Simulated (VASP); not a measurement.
CuF: relaxation of cell and atoms with PBE

CuF:

```
CELL_PARAMETERS angstrom
3.07783 0.00000 0.00000
-1.53891 2.66548 0.00000
0.00000 0.00000 4.92904
ATOMIC_POSITIONS crystal
Cu 0.33333 0.66667 0.00000
Cu 0.66667 0.33333 0.50000
F 0.33333 0.66667 0.38210
F 0.66667 0.33333 0.88210
```

- Program: VASP 6.6.1
- Task: relaxation of cell and atoms
- Functional: PBE
- Potentials or basis: VASP PAW PBE potentials, release 64 (Cu_sv_GW, F)
- Cutoff: 820 eV
- k mesh: 6 × 6 × 4
- Occupations: gaussian, width 0.1 eV
- Spin: no spin polarisation
- Dipole correction: no
- Further INCAR settings: ALGO = Normal; EDIFF = 1e-07; IBRION = 2; EDIFFG = -0.04; NSW = 90; ISIF = 3

| Quantity | Value |
| --- | --- |
| Relaxed volume | 14.05 Å³/atom |
| Relaxed cell | a = 3.428 Å, b = 3.428 Å, c = 5.521 Å, α = 90.00°, β = 90.00°, γ = 120.00° |
| Space group after relaxing (to 0.1 Å) | P6_3mc (No. 186) |
| Energy gained by relaxing | 472.4 meV/atom |
| Ionic steps | 5 |
| Pressure after relaxing | -0.1 GPa |
| Largest force after relaxing | 0.010 eV/Å |
| Band gap on the k mesh | zero (bands 26 and 27 overlap by 0.05 eV) |

Forces on the atoms (eV/Å):
```
Cu   0.000  0.000  0.010
Cu   0.000  0.000  0.010
F    0.000  0.000 -0.010
F    0.000  0.000 -0.010
```

Stress tensor (GPa, compression positive):
```
-0.29  0.00  0.00
 0.00 -0.29  0.00
 0.00  0.00  0.30
```

The path:
```csv
step,energy change (eV),largest force (eV/Å),pressure (GPa),volume (Å³)
1,0.0000,0.0001,52.97,40.44
2,-1.7374,0.0050,-5.91,63.32
3,-1.8879,0.0014,0.56,55.62
4,-1.8890,0.0003,-0.06,56.19
5,-1.8895,0.0105,-0.09,56.19
```

Final structure:
```yaml
crystal:
  lattice:
    - [3.42829, 0.00000, 0.00000]
    - [-1.71414, 2.96898, 0.00000]
    - [0.00000, 0.00000, 5.52053]
  atoms:
    - { symbol: Cu, position: [0.33333, 0.66667, 0.00000] }
    - { symbol: Cu, position: [0.66667, 0.33333, 0.50000] }
    - { symbol: F, position: [0.33333, 0.66667, 0.38210] }
    - { symbol: F, position: [0.66667, 0.33333, 0.88210] }
```

Levels at points of the mesh, in eV from the Fermi level:
| k point | band 22 | band 23 | band 24 | band 25 | band 26 | band 27 | band 28 | band 29 | band 30 | band 31 |
| --- | --- | --- | --- | --- | --- | --- | --- | --- | --- | --- |
| (0.00, 0.00, 0.00) | -0.73 | -0.25 | -0.25 | -0.11 | 0.04 | 0.04 | 3.50 | 4.81 | 12.15 | 12.15 |
| (0.50, 0.00, 0.00) | -0.67 | -0.51 | -0.51 | -0.27 | -0.26 | 3.34 | 4.18 | 6.45 | 6.94 | 8.00 |
| (0.00, 0.00, 0.50) | -0.54 | -0.12 | -0.12 | -0.12 | -0.12 | 0.58 | 0.58 | 8.59 | 8.59 | 12.27 |
| (0.50, 0.00, 0.50) | -0.78 | -0.41 | -0.41 | -0.37 | -0.37 | 4.18 | 4.18 | 5.16 | 5.16 | 10.39 |

Run time: 2.8 min on 1 thread of AMD EPYC 9R45 96-Core Processor (Zen 5) (shared host), peak memory 0.22 GiB.

Caveat: the k points lie up to 0.35 Å⁻¹ apart in the final cell; the volume moved by over 15 % at a fixed basis, so the end points are rough; semilocal functionals underestimate gaps, and a narrow one can read as zero. With open d or f shells a metallic result of PBE can be an artefact of self-interaction; +U or a hybrid may open a gap.
